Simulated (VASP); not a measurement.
## TiO: single point with PBEsol+D3(BJ)

TiO:

```
CELL_PARAMETERS angstrom
2.85161 0.00000 0.00000
-1.42580 2.46956 0.00000
0.00000 0.00000 5.56750
ATOMIC_POSITIONS crystal
Ti 0.33333 0.66667 0.25000
Ti 0.66667 0.33333 0.75000
O 0.00000 0.00000 0.00000
O 0.00000 0.00000 0.50000
```

* Program: VASP 6.6.1
* Task: single point
* Functional: PBEsol
* Dispersion: D3(BJ)
* Potentials or basis: VASP PAW PBE potentials, release 64 (Ti_sv, O)
* Cutoff: 520 eV
* k mesh: 18 × 18 × 8
* Occupations: gaussian, width 0.1 eV
* Spin: no spin polarisation

| Quantity | Value |
| --- | --- |
| Pressure | -15.6 GPa |
| Band gap on the k mesh | zero (band 18 reaches 11.19 eV, above the bottom of band 19 at 10.99 eV) |
| Dispersion energy per atom | -0.377 eV |

Stress tensor (GPa, compression positive):
```
-14.68   0.00   0.00
  0.00 -14.68   0.00
  0.00   0.00 -17.46
```

Levels at points of the mesh, in eV from the Fermi level:
| k point | band 16 | band 17 | band 18 | band 19 | band 20 | band 21 |
| --- | --- | --- | --- | --- | --- | --- |
| (0.00, 0.00, 0.00) | -5.31 | -2.07 | -0.22 | -0.22 | 0.04 | 0.78 |
| (0.50, 0.00, 0.00) | -5.53 | -2.78 | -0.03 | 0.66 | 1.41 | 2.00 |
| (0.00, 0.00, 0.50) | -5.64 | -0.61 | -0.61 | 0.62 | 0.62 | 0.62 |
| (0.50, 0.00, 0.50) | -6.17 | -1.37 | -1.37 | 1.80 | 1.80 | 2.13 |

Run time: 110 s on 1 thread of AMD EPYC 9R45 96-Core Processor (Zen 5), on a shared host, peak memory 0.26 GiB.

Caveat: three body term missing; the PAW data sets were made with another functional, which shifts forces and pressure a little; semilocal functionals often make such compounds metallic where correlation or magnetic order opens a gap, which also shifts bond lengths; pairwise dispersion overbinds metals, which lowers pressure and volume.
